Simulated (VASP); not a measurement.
# SnO2: relaxation of cell and atoms with PBEsol

Crystal: SnO2.

```xyz
6
Lattice="4.7380 0.0000 0.0000 0.0000 4.7380 0.0000 0.0000 0.0000 3.1865" Properties=species:S:1:pos:R:3 pbc="T T T"
Sn    2.3690    2.3690    1.5933
Sn    0.0000    0.0000    0.0000
O     3.8240    0.9140    1.5933
O     3.2830    3.2830    0.0000
O     0.9140    3.8240    1.5933
O     1.4550    1.4550    0.0000
```

```json
{
  "Program": "VASP 6.6.1",
  "Task": "relaxation of cell and atoms",
  "Functional": "PBEsol",
  "Potentials or basis": "VASP PAW PBE potentials, release 64 (Sn_d, O)",
  "Cutoff": "600 eV",
  "k mesh": "6 × 6 × 8",
  "Occupations": "fermi-dirac, width 0.05 eV",
  "Spin": "no spin polarisation",
  "Target pressure": "10 GPa",
  "Dipole correction": "no",
  "Further INCAR settings": "ALGO = Normal; EDIFF = 1e-06; IBRION = 2; EDIFFG = -0.01; NSW = 60; ISIF = 3"
}
```

```json
{"Relaxed volume": "11.64 Å³/atom", "Relaxed cell": "a = 4.680 Å, b = 4.680 Å, c = 3.189 Å, α = 90.00°, β = 90.00°, γ = 90.00°", "Space group after relaxing (to 0.1 Å)": "P4_2/mnm (No. 136)", "Energy change on relaxing (the run minimises the enthalpy)": "+11.8 meV/atom", "Ionic steps": "9", "Pressure after relaxing": "10.0 GPa", "Largest force after relaxing": "0.004 eV/Å", "Band gap on the k mesh": "1.39 eV"}
```

Forces on the atoms (eV/Å):
```
Sn   0.000  0.000  0.000
Sn   0.000  0.000  0.000
O   -0.003  0.003  0.000
O    0.003  0.003  0.000
O    0.003 -0.003  0.000
O   -0.003 -0.003  0.000
```

Step by step:
| step | energy change (eV) | largest force (eV/Å) | pressure (GPa) | volume (Å³) |
| --- | --- | --- | --- | --- |
| 1 | 0.0000 | 0.2277 | 5.24 | 71.53 |
| 2 | 0.2350 | 0.0921 | 17.45 | 67.92 |
| 3 | 0.0771 | 0.1803 | 10.61 | 69.82 |
| 4 | 0.0713 | 0.1062 | 9.89 | 69.84 |
| 5 | 0.0710 | 0.0325 | 10.05 | 69.83 |
| 6 | 0.0689 | 0.0110 | 9.91 | 69.86 |
| 7 | 0.0680 | 0.0010 | 9.84 | 69.88 |
| 8 | 0.0742 | 0.0110 | 10.20 | 69.78 |
| 9 | 0.0705 | 0.0039 | 9.97 | 69.84 |

Final structure:
```
Sn O
1.0
     4.67976    0.00000    0.00000
     0.00000    4.67976    0.00000
     0.00000    0.00000    3.18882
Sn O
2 4
Direct
  0.50000 0.50000 0.50000
  0.00000 0.00000 0.00000
  0.80563 0.19437 0.50000
  0.69437 0.69437 0.00000
  0.19437 0.80563 0.50000
  0.30563 0.30563 0.00000
```

Levels at points of the mesh, in eV from the valence-band top:
| k point | band 24 | band 25 | band 26 | band 27 | band 28 | band 29 |
| --- | --- | --- | --- | --- | --- | --- |
| (0.00, 0.00, 0.00) | -0.80 | -0.80 | 0.00 | 1.39 | 6.17 | 6.19 |
| (0.50, 0.00, 0.00) | -1.23 | -0.64 | -0.64 | 4.61 | 4.61 | 6.99 |
| (0.50, 0.50, 0.00) | -1.36 | -0.91 | -0.91 | 5.01 | 5.01 | 7.51 |
| (0.00, 0.00, 0.50) | -1.77 | -1.31 | -1.31 | 6.38 | 6.38 | 9.79 |
| (0.50, 0.00, 0.50) | -1.15 | -0.66 | -0.66 | 6.69 | 6.69 | 8.17 |
| (0.50, 0.50, 0.50) | -0.98 | -0.85 | -0.85 | 4.99 | 4.99 | 8.86 |

It took 4.8 min on 1 thread of Intel(R) Xeon(R) 6975P-C (Granite Rapids), with other jobs on the host, peak memory 0.27 GiB.

Caveat: the cell is relaxed towards a set pressure, so the run minimises the enthalpy, not the energy; the PAW data sets were made with another functional, which shifts forces and pressure a little; spin-orbit coupling is left out, which moves the levels of the heavy elements.
